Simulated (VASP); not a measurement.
Input of a VASP 6.6.1 run:

File INCAR:

```
ALGO = Normal ; EDIFF = 1E-7
EDIFFG = -0.005 ; ENCUT = 600
GGA = PE ; IBRION = 2
ISIF = 3 ; ISMEAR = 0
IVDW = 12 ; LASPH = T
LCHARG = F ; LREAL = F
LWAVE = F ; NELM = 100
NSW = 100 ; PREC = Accurate
SIGMA = 0.1
```

Contents of KPOINTS:

```
k-points
0
Gamma
  12 12 18
```

File POSCAR:

```
I
1.0
    2.5383465792     -3.7066249365      0.0000000000
    2.5383465792      3.7066249365      0.0000000000
   -1.6208748370      0.0000000000      2.3810977968
I
1
Direct
    0.5000000000      0.5000000000      0.5000000000
```

Potentials or basis: VASP PAW PBE potentials, release 64 (I).

Command:

```console
$ cat potpaw_PBE.64/I/POTCAR > POTCAR
$ mpirun -np 1 vasp_std > vasp.out
```

Task: What does it give for the relaxed cell?

Result: a = 4.347 Å, b = 4.347 Å, c = 2.934 Å, α = 109.95°, β = 109.95°, γ = 113.51°.

Task: Predict the band gap on the k mesh.

Result: Zero (an odd number of electrons rules out a gap without spin polarisation).

Final structure:
```xyz
1
Lattice="2.3782 -3.6358 -0.1584 2.3782 3.6358 -0.1584 -1.6693 0.0000 2.4134" Properties=species:S:1:pos:R:3 pbc="T T T"
I     1.5435    0.0000    1.0483
```

Caveat: spin-orbit coupling is left out, which moves the levels of the heavy elements; an odd number of electrons without spin polarisation forces a metal; a magnetic or distorted state may lie lower.
